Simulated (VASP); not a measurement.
Here is a VASP 6.6.1 calculation.

File POSCAR:

```
Al31GaO48
1.0
    4.8078835245      2.7758328471      8.7484141875
   -4.8078835245      2.7758328471      8.7484141875
    0.0000000000     -5.5516656942      8.7484141875
Al Ga O
31 1 48
Direct
    0.3244163071      0.3246339274      0.3236879865
    0.0740010696      0.0741945075      0.0732702864
    0.1761569393      0.1763318387      0.1754266314
    0.3238922452      0.3229679991      0.8259612593
    0.4258631435      0.4268178503      0.9257729623
    0.0744516774      0.0740671602      0.5733188697
    0.1756666620      0.1757881655      0.6758675721
    0.3227850981      0.8269001878      0.3231724435
    0.4266702188      0.9267017259      0.4251120903
    0.0738677629      0.5742617064      0.0737022974
    0.1755975811      0.6768178518      0.1749037397
    0.3239040729      0.8240510130      0.8233049253
    0.4259892478      0.9266024473      0.9252487780
    0.0720323911      0.5746001215      0.5740522268
    0.1752998742      0.6766888876      0.6766527460
    0.8267068681      0.3241023360      0.3220395746
    0.9264829056      0.4260714173      0.4259287740
    0.5740630350      0.0746481544      0.0731079127
    0.6765947639      0.1758248907      0.1748900061
    0.8240536686      0.3240842211      0.8231223383
    0.9259314904      0.4262054171      0.9256811158
    0.5747717028      0.0722033898      0.5737129280
    0.6773982118      0.1754804839      0.6757467728
    0.8238534471      0.8242137903      0.3231786256
    0.9263792866      0.9261563709      0.4252776168
    0.5744191605      0.5750344994      0.0712531609
    0.6764765508      0.6776069896      0.1745853101
    0.8239168817      0.8240916102      0.8231884169
    0.9261425729      0.9263321202      0.9254317921
    0.5738704443      0.5740955032      0.5731573956
    0.6759333738      0.6761411238      0.6752137565
    0.4285261614      0.4287050812      0.4277550121
    0.2218905604      0.0285642229      0.3742085954
    0.4719416748      0.1254944649      0.2770111253
    0.0283804844      0.3751182746      0.2211637843
    0.3749339036      0.2221122551      0.0275925348
    0.1252405992      0.2779751983      0.4712443825
    0.2777898051      0.4721569892      0.1245074042
    0.2217675956      0.0284195487      0.8744745977
    0.4718415890      0.1255511410      0.7770042423
    0.0280164523      0.3749486653      0.7214339528
    0.3758226741      0.2167940663      0.5283804647
    0.1244811817      0.2785063669      0.9719806881
    0.2718460553      0.4728604406      0.6318665536
    0.2166080829      0.5293351005      0.3750594856
    0.4726728005      0.6328076080      0.2711259145
    0.0281944746      0.8754311627      0.2210229858
    0.3747420533      0.7223807708      0.0273117595
    0.1253716124      0.7779411724      0.4710938972
    0.2783002001      0.9729311641      0.1237655399
    0.2215949186      0.5287611329      0.8753540830
    0.4718209043      0.6251468900      0.7774437720
    0.0281627535      0.8753924983      0.7212154510
    0.3750029687      0.7215361662      0.5272824404
    0.1248421570      0.7787627387      0.9711991046
    0.2780758470      0.9709449969      0.6246290346
    0.7221350545      0.0281996739      0.3740680928
    0.9726980536      0.1246933158      0.2775861414
    0.5291525602      0.3760410101      0.2158189526
    0.8752043372      0.2219607342      0.0274855713
    0.6326309701      0.2720221714      0.4719013274
    0.7777586842      0.4720400248      0.1246307388
    0.7219693702      0.0283400890      0.8744573254
    0.9719682997      0.1250073714      0.7778452586
    0.5280119375      0.3751917109      0.7205850126
    0.8760951495      0.2217942303      0.5278418715
    0.6254076779      0.2782251211      0.9699636183
    0.7781493347      0.4720191115      0.6242452925
    0.7213598853      0.5281852574      0.3742788500
    0.9707495566      0.6255766828      0.2773029734
    0.5285430872      0.8763193806      0.2208607944
    0.8752034197      0.7221541542      0.0274156200
    0.6249682474      0.7783280815      0.4711083415
    0.7785527899      0.9721441174      0.1241159850
    0.7221928529      0.5284734457      0.8735494099
    0.9703516730      0.6256473437      0.7784042296
    0.5282877615      0.8744626193      0.7214771422
    0.8742940362      0.7223749360      0.5275475792
    0.6254608090      0.7793282027      0.9696331804
    0.7791351774      0.9705518824      0.6247423004
```

File INCAR.step1:

```
PREC = Accurate
ENCUT = 580
ISMEAR = -1
SIGMA = 0.01
LREAL = Auto
LASPH = True
NELM = 120
NBANDS = 243
GGA = PE
ALGO = Normal
EDIFF = 1E-5
LWAVE = True
LCHARG = False
GGA_COMPAT = False
```

File INCAR.step2:

```
PREC = Accurate
ENCUT = 580
EDIFF = 1E-6
ISMEAR = -1
SIGMA = 0.01
LREAL = Auto
LASPH = True
NELM = 120
ALGO = Normal
ISIF = 2
LWAVE = False
LCHARG = False
METAGGA = R2SCAN
LMIXTAU = True
NBANDS = 243
ISTART = 1
GGA_COMPAT = False
```

The input KPOINTS:

```
Automatic mesh
0
Gamma
  1 1 1
```

Potentials or basis: VASP PAW PBE potentials, release 64 (Al, Ga_d, O).

Run with:

```console
$ cat potpaw_PBE.64/Al/POTCAR potpaw_PBE.64/Ga_d/POTCAR potpaw_PBE.64/O/POTCAR > POTCAR
$ cp INCAR.step1 INCAR
$ mpirun -np 1 vasp_gam > vasp.out
$ cp INCAR.step2 INCAR
$ mpirun -np 1 vasp_gam > vasp.out
```

Question: Predict the largest force.

Answer: 0.107 eV/Å.

Question: Estimate the pressure.

Answer: -7.1 GPa.

Question: Predict the band gap on the k mesh.

Answer: 6.55 eV.

Forces on the atoms (eV/Å):
```
Al  -0.001  0.002  0.036
Al  -0.004  0.000  0.042
Al  -0.004  0.002 -0.063
Al  -0.011  0.005  0.018
Al  -0.003  0.002 -0.043
Al  -0.002 -0.003  0.038
Al  -0.001 -0.004 -0.024
Al   0.007  0.004  0.016
Al  -0.002  0.001 -0.044
Al   0.003  0.000  0.037
Al  -0.003  0.000 -0.024
Al   0.003  0.003  0.059
Al   0.003  0.000 -0.038
Al  -0.001 -0.005  0.044
Al   0.011 -0.008 -0.071
Al   0.002 -0.011  0.017
Al   0.005 -0.002 -0.045
Al  -0.001  0.002  0.040
Al  -0.001  0.008 -0.022
Al  -0.004  0.000  0.059
Al   0.003  0.005 -0.036
Al   0.004  0.004  0.044
Al   0.000  0.014 -0.069
Al   0.002 -0.003  0.062
Al  -0.002 -0.001 -0.034
Al   0.000  0.000  0.044
Al  -0.007 -0.005 -0.073
Al   0.001  0.002  0.016
Al  -0.001  0.004 -0.044
Al   0.004 -0.003  0.041
Al   0.003  0.000 -0.020
Ga   0.001  0.001 -0.107
O    0.042  0.001  0.000
O    0.027  0.030 -0.006
O   -0.022 -0.035  0.000
O   -0.017  0.031  0.001
O    0.016 -0.034 -0.003
O   -0.040  0.003 -0.004
O    0.034 -0.001 -0.007
O    0.016  0.021  0.005
O   -0.017 -0.027 -0.009
O   -0.030  0.032  0.019
O    0.023 -0.028  0.009
O   -0.015  0.028  0.023
O    0.042  0.008  0.018
O    0.030  0.002  0.025
O   -0.014 -0.030 -0.008
O   -0.015  0.032 -0.010
O    0.008 -0.026  0.005
O   -0.034 -0.005  0.009
O    0.035 -0.004  0.012
O    0.019  0.030 -0.003
O   -0.015 -0.032  0.007
O   -0.020  0.032  0.007
O    0.020 -0.036 -0.002
O   -0.037  0.001 -0.004
O    0.035  0.000 -0.012
O    0.016  0.035  0.008
O   -0.012 -0.045  0.016
O   -0.016  0.026 -0.008
O   -0.018 -0.029  0.025
O   -0.028  0.004  0.006
O    0.034  0.000  0.007
O    0.019  0.034 -0.003
O   -0.016 -0.031  0.007
O   -0.014  0.033  0.010
O    0.016 -0.038 -0.003
O   -0.036  0.004 -0.002
O    0.030  0.003  0.007
O    0.020  0.033 -0.004
O   -0.018 -0.029  0.012
O   -0.021  0.026  0.007
O    0.013 -0.030 -0.003
O   -0.039 -0.003 -0.003
O    0.028 -0.003 -0.006
O    0.009  0.028  0.006
O   -0.018 -0.024 -0.008
O   -0.015  0.028 -0.008
O    0.018 -0.023  0.005
O   -0.029 -0.005  0.002
```

Caveat: the k points lie up to 0.79 Å⁻¹ apart; the PAW data sets were made with another functional, which shifts forces and pressure a little.
